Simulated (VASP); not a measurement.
# LiCl (Fm-3m) in VASP: G0W0 quasiparticle levels with PBE

Aim: the G0W0 quasiparticle levels of LiCl with PBE.

Everything below comes from runs of VASP 6.6.1. Logs are shortened: lines on timing, memory, paths and dates and some standing lists are left out, and cuts for length are marked.

### 1 The cell of the first run

The structure is cubic, space group Fm-3m (No. 225). Conventional cell: a = 5.112 Å, b = 5.112 Å, c = 5.112 Å, α = 90.00°, β = 90.00°, γ = 90.00°. Within 3.4 Å of Li (site symmetry m-3m) lie 6 Cl at 2.56 Å. Cl (site symmetry m-3m) has 6 Li at 2.56 Å within 3.4 Å.

### 2 G0W0 quasiparticle levels, PBE

File POSCAR:

```
LiCl
1.0
    0.0000000000      2.5560369926      2.5560369926
    2.5560369926      0.0000000000      2.5560369926
    2.5560369926      2.5560369926      0.0000000000
Li Cl
1 1
Direct
    0.0000000000      0.0000000000      0.0000000000
    0.5000000000      0.5000000000      0.5000000000
```

File INCAR.step1:

```
SYSTEM = LiCl
  ALGO = Normal
  EDIFF = 1E-8
  ENCUT = 500
  GGA = PE
  ISMEAR = 0
  LASPH = .TRUE.
  LCHARG = .FALSE.
  LREAL = .FALSE.
  LWAVE = .TRUE.
  NELM = 80
  PREC = Accurate
  SIGMA = 0.01
```

File INCAR.step2:

```
SYSTEM = LiCl
  ALGO = Exact
  EDIFF = 1E-8
  ENCUT = 500
  GGA = PE
  ISMEAR = 0
  ISTART = 1
  LASPH = .TRUE.
  LCHARG = .FALSE.
  LOPTICS = .TRUE.
  LREAL = .FALSE.
  LWAVE = .TRUE.
  NBANDS = 64
  NELM = 1
  PREC = Accurate
  SIGMA = 0.01
```

File INCAR.step3:

```
SYSTEM = LiCl
  ALGO = EVGW0
  EDIFF = 1E-8
  ENCUT = 500
  ENCUTGW = 80.0
  GGA = PE
  ISMEAR = 0
  ISTART = 1
  LASPH = .TRUE.
  LCHARG = .FALSE.
  LREAL = .FALSE.
  LWAVE = .FALSE.
  NBANDS = 64
  NBANDSGW = 12
  NELMGW = 1
  NOMEGA = 96
  OMEGAMAX = 30
  PREC = Accurate
  PRECFOCK = Fast
  SIGMA = 0.01
```

File KPOINTS:

```
k-points
0
G
  4 4 4
  0 0 0
```

Potentials or basis: VASP PAW PBE potentials, release 64 (Li_GW, Cl_GW).

Run with:

```
cat potpaw_PBE.64/Li_GW/POTCAR potpaw_PBE.64/Cl_GW/POTCAR > POTCAR
cp INCAR.step1 INCAR
mpirun -np 1 vasp_std > vasp.out
cp INCAR.step2 INCAR
mpirun -np 1 vasp_std > vasp.out
cp INCAR.step3 INCAR
mpirun -np 1 vasp_std > vasp.out
```

OUTCAR:

```text
SYSTEM = LiCl
   EDIFF = 1E-8
   ENCUT = 500
   ENCUTGW = 80.0
   GGA = PE
   ISMEAR = 0
   ISTART = 1
   LASPH = .TRUE.
   LREAL = .FALSE.
   NELMGW = 1
   PREC = Accurate
   PRECFOCK = Fast

 ion  position               nearest neighbor table
   1  0.000  0.000  0.000-   2 2.56   2 2.56   2 2.56   2 2.56   2 2.56   2 2.56
   2  0.500  0.500  0.500-   1 2.56   1 2.56   1 2.56   1 2.56   1 2.56   1 2.56

  LATTYP: Found a face centered cubic cell.
 ALAT       =     5.1120739852

  Lattice vectors:

 A1 = (   0.0000000000,   2.5560369926,   2.5560369926)
 A2 = (   2.5560369926,   0.0000000000,   2.5560369926)
 A3 = (   2.5560369926,   2.5560369926,   0.0000000000)

Analysis of symmetry for initial positions (statically):
=====================================================================
 Subroutine PRICEL returns:
 Original cell was already a primitive cell.

 Routine SETGRP: Setting up the symmetry group for a
 face centered cubic supercell.

 Subroutine GETGRP returns: Found 48 space group operations
 (whereof 48 operations were pure point group operations)
 out of a pool of 48 trial point group operations.

The static configuration has the point symmetry O_h .

Analysis of symmetry for dynamics (positions and initial velocities):
=====================================================================
 Subroutine PRICEL returns:
 Original cell was already a primitive cell.

 Routine SETGRP: Setting up the symmetry group for a
 face centered cubic supercell.

 Subroutine GETGRP returns: Found 48 space group operations
 (whereof 48 operations were pure point group operations)
 out of a pool of 48 trial point group operations.

The dynamic configuration has the point symmetry O_h .

 Subroutine INISYM returns: Found 48 space group operations
 (whereof 48 operations are pure point group operations),
 and found     1 'primitive' translations

----------------------------------------------------------------------------------------

                                     Primitive cell

  volume of cell :      33.3988

  direct lattice vectors                    reciprocal lattice vectors
     0.000000000  2.556036993  2.556036993    -0.195615322  0.195615322  0.195615322
     2.556036993  0.000000000  2.556036993     0.195615322 -0.195615322  0.195615322
     2.556036993  2.556036993  0.000000000     0.195615322  0.195615322 -0.195615322

  length of vectors
     3.614782181  3.614782181  3.614782181     0.338815677  0.338815677  0.338815677

  position of ions in fractional coordinates (direct lattice)
     0.000000000  0.000000000  0.000000000
     0.500000000  0.500000000  0.500000000

  ion indices of the primitive-cell ions
   primitive index   ion index
                 1           1
                 2           2

----------------------------------------------------------------------------------------

 KPOINTS: k-points

Automatic generation of k-mesh.
 Grid dimensions read from file:
 generate k-points for:    4    4    4

 Generating k-lattice:

  Cartesian coordinates                     Fractional coordinates (reciprocal lattice)
    -0.048903831  0.048903831  0.048903831     0.250000000  0.000000000  0.000000000
     0.048903831 -0.048903831  0.048903831     0.000000000  0.250000000  0.000000000
     0.048903831  0.048903831 -0.048903831     0.000000000  0.000000000  0.250000000

  Length of vectors
     0.084703919  0.084703919  0.084703919

  Shift w.r.t. Gamma in fractional coordinates (k-lattice)
     0.000000000  0.000000000  0.000000000

 Subroutine IBZKPT returns following result:
 ===========================================

 Found      8 irreducible k-points:

 Following reciprocal coordinates:
            Coordinates               Weight
  0.000000  0.000000  0.000000      1.000000
  0.250000  0.000000  0.000000      8.000000
  0.500000  0.000000  0.000000      4.000000
  0.250000  0.250000  0.000000      6.000000
  0.500000  0.250000  0.000000     24.000000
 -0.250000  0.250000  0.000000     12.000000
  0.500000  0.500000  0.000000      3.000000
 -0.250000  0.500000  0.250000      6.000000
   k-points           NKPTS =      8   k-points in BZ     NKDIM =     64   number of bands    NBANDS=     64
   number of dos      NEDOS =    301   number of ions     NIONS =      2
   total plane-waves  NPLWV =  21952
   dimension x,y,z NGX =    28 NGY =   28 NGZ =   28
   dimension x,y,z NGXF=    56 NGYF=   56 NGZF=   56
   ions per type =               1   1
   NGX,Y,Z   is equivalent  to a cutoff of  12.88, 12.88, 12.88 a.u.
   NGXF,Y,Z  is equivalent  to a cutoff of  25.75, 25.75, 25.75 a.u.
 SYSTEM =  LiCl
   PREC   = accura    normal or accurate (medium, high low for compatibility)
   ISTART =      1    job   : 0-new  1-cont  2-samecut
   ICHARG =      0    charge: 1-file 2-atom 10-const
   ISPIN  =      1    spin polarized calculation?
   LNONCOLLINEAR =      F non collinear calculations
   LSORBIT =      F    spin-orbit coupling
   LASPH  =      T    aspherical Exc in radial PAW
   ENCUT  =  500.0 eV  36.75 Ry    6.06 a.u.   6.59  6.59  6.59*2*pi/ulx,y,z
   NELM   =     60;   NELMIN=  2; NELMDL=  0     # of ELM steps
   EDIFF  = 0.1E-07   stopping-criterion for ELM
   LREAL  =      F    real-space projection
   EDIFFG = 0.1E-06   stopping-criterion for IOM
   NSW    =      0    number of steps for IOM
   IBRION =     -1    ionic relax: 0-MD 1-quasi-New 2-CG
   NFREE  =      0    steps in history (QN), initial steepest desc. (CG)
   ISIF   =      0    stress and relaxation
   ISYM   =      3    0-nonsym 1-usesym 2-fastsym
   POTIM  = 0.5000    time-step for ionic-motion
   TEBEG  =    0.0;   TEEND  =   0.0 temperature during run
   PSTRESS=    0.0 pullay stress
   NELECT =       8.0000    total number of electrons
   NUPDOWN=      -1.0000    fix difference up-down
   EMIN   =  10.00;   EMAX   =-10.00  energy-range for DOS
   EFERMI =   0.00;   METHOD = LEGACY
   ISMEAR =     0;   SIGMA  =   0.01  broadening in eV -4-tet -1-fermi 0-gaus
   EFERMI_NEDOS =   21; number of points for ismear=-14 and -15
   IALGO  =     38    algorithm
   IMIX   =      4    mixing-type and parameters
     AMIX     =   0.40;   BMIX     =  1.00
     AMIX_MAG =   1.60;   BMIX_MAG =  1.00
  volume/ion in A,a.u.               =      16.70       112.69
  Fermi-wavevector in a.u.,A,eV,Ry     =   1.016704  1.921291 14.064155  1.033686
  Thomas-Fermi vector in A             =   2.150062
   LORBIT       =      0    0 simple, 1 ext, 2 COOP (PROOUT), +10 PAW based schemes
   GGA     = PE    functional components
   LHFCALC =     T    Hartree Fock is set to
   PRECFOCK=fast      Normal, Fast or Accurate (Low or Medium for compatibility)
   ENCUT4O =  -1.0   cutoff for four orbital integrals eV
   NKREDX  =     1    reduce k-point grid by
   NKREDY  =     1    reduce k-point grid by
   NKREDZ  =     1    reduce k-point grid by
   AEXX    =    1.0000 exact exchange contribution
   HFSCREEN=    0.0000 screening length (either q_TF or 0.3 A-1)
   HFSCREENC=   0.0000 screening length for correlation (either q_TF or 0.3 A-1)
   ENCUTFOCK=  -1.0 apply spherical cutoff to Coloumb kernel
   IVDW    =     0    specifies the selected vdW correction
   LEPSILON=     F    determine dielectric tensor
   LRPA    =     F    only Hartree local field effects (RPA)
   LRPAFORCE           =     F    calculate RPA forces
   ENCUTGW             =  80.0    cutoff for response function in eV
   ENCUTGWSOFT         =  64.0    soft cutoff for Coulomb kernel in GW response function in eV
   ENCUTLF             =  -1.0    cutoff for local field effects
   NELMGW              =     1    number of iterations in solving QP/BSE equation
   NELMHF              =     1    number of iterations in the inner HF iteration
   NKREDLFX            =     1    NKREDLFY  =   1   NKREDLFZ  =   1
 non-spin polarized calculation
 Gauss-broadening in eV      SIGMA  =   0.01
  energy-cutoff  :      500.00
  volume of cell :       33.40
 maximum number of plane-waves:       869
 NGX is ok and might be reduce to    28
  NGX = 16; NGY = 16; NGZ = 16
   NGX = 13   NGY = 13   NGZ = 13
 maximum number of plane-waves:        59
 NGX is ok and might be reduce to    14

 QP shifts <psi_nk| G(iteration)W_0 |psi_nk>: iteration 1
 for sc-GW calculations column KS-energies equals QP-energies in previous step
 and V_xc(KS)=  KS-energies - (<T + V_ion + V_H > + <T+V_H+V_ion>^1  + <V_x>^1)

 k-point   1 :       0.0000    0.0000    0.0000
  band No.  KS-energies  QP-energies   sigma(KS)   V_xc(KS)     V^pw_x(r,r')   Z            occupation Imag(sigma)

      1     -14.3235     -15.5211     -16.2484     -14.7355     -24.1360       0.7916       2.0000       1.6175
      2      -0.8781      -2.3232     -16.5578     -14.7573     -18.9779       0.8026       2.0000       0.0660
      3      -0.8781      -2.3232     -16.5578     -14.7573     -18.9779       0.8026       2.0000       0.0660
      4      -0.8781      -2.3232     -16.5578     -14.7573     -18.9779       0.8026       2.0000       0.0660
      5       5.4989       6.3925      -7.5409      -8.6081      -4.1038       0.8374       0.0000      -0.0662
      6      10.9151      12.2629      -7.9603      -9.5878      -4.2670       0.8281       0.0000      -0.0821
      7      10.9151      12.2629      -7.9603      -9.5878      -4.2670       0.8281       0.0000      -0.0821
      8      10.9151      12.2629      -7.9603      -9.5878      -4.2670       0.8281       0.0000      -0.0821
      9      13.4750      15.2142      -8.9527     -11.1115      -4.8937       0.8057       0.0000      -0.1143
     10      13.4750      15.2142      -8.9527     -11.1115      -4.8937       0.8057       0.0000      -0.1143
     11      13.7081      14.8496      -5.8419      -7.2850      -1.4324       0.7911       0.0000      -0.1478
     12      13.7081      14.8496      -5.8419      -7.2850      -1.4324       0.7911       0.0000      -0.1478

 k-point   2 :       0.2500    0.0000    0.0000
  band No.  KS-energies  QP-energies   sigma(KS)   V_xc(KS)     V^pw_x(r,r')   Z            occupation Imag(sigma)
[... 97 lines left out ...]
      1     -13.4907     -14.3580     -16.6941     -15.5168     -24.6059       0.7366       2.0000       1.3339
      2      -3.0371      -4.8190     -14.9586     -12.7008     -17.6076       0.7892       2.0000       0.0874
      3      -3.0371      -4.8190     -14.9586     -12.7008     -17.6076       0.7892       2.0000       0.0874
      4      -1.9600      -3.5928     -15.7451     -13.6903     -18.2597       0.7947       2.0000       0.0734
      5       8.6286       9.9301      -7.8350      -9.4111      -4.3247       0.8257       0.0000      -0.0759
      6       9.2404      10.5328      -6.7949      -8.3541      -3.0849       0.8289       0.0000      -0.0812
      7       9.5366      10.7966      -8.4111      -9.9439      -4.7880       0.8221       0.0000      -0.0822
      8       9.5366      10.7966      -8.4111      -9.9439      -4.7880       0.8221       0.0000      -0.0822
      9      15.0509      16.3715      -7.3804      -9.0773      -2.8611       0.7782       0.0000      -0.1862
     10      15.0509      16.3715      -7.3804      -9.0773      -2.8611       0.7782       0.0000      -0.1862
     11      17.1622      19.2322     -10.2779     -12.9599      -5.4470       0.7718       0.0000      -0.2273
     12      18.1143      19.6967      -9.3680     -11.4092      -4.3144       0.7752       0.0000      -0.4239
```

Wall time 25 s (1 thread of Intel Xeon 6975P-C (Granite Rapids), shared host); peak memory 0.28 GiB.

What came out:

```
Quasiparticle gap                                   : 8.72 eV
Least direct quasiparticle gap                      : 8.72 eV
Band gap of the starting levels on the mesh         : 6.38 eV
Least direct gap of the starting levels on the mesh : 6.38 eV
```

Caveat: the k points lie up to 0.53 Å⁻¹ apart; bands, screening cutoff and mesh are small and nothing is extrapolated, so the quasiparticle values aren't converged.
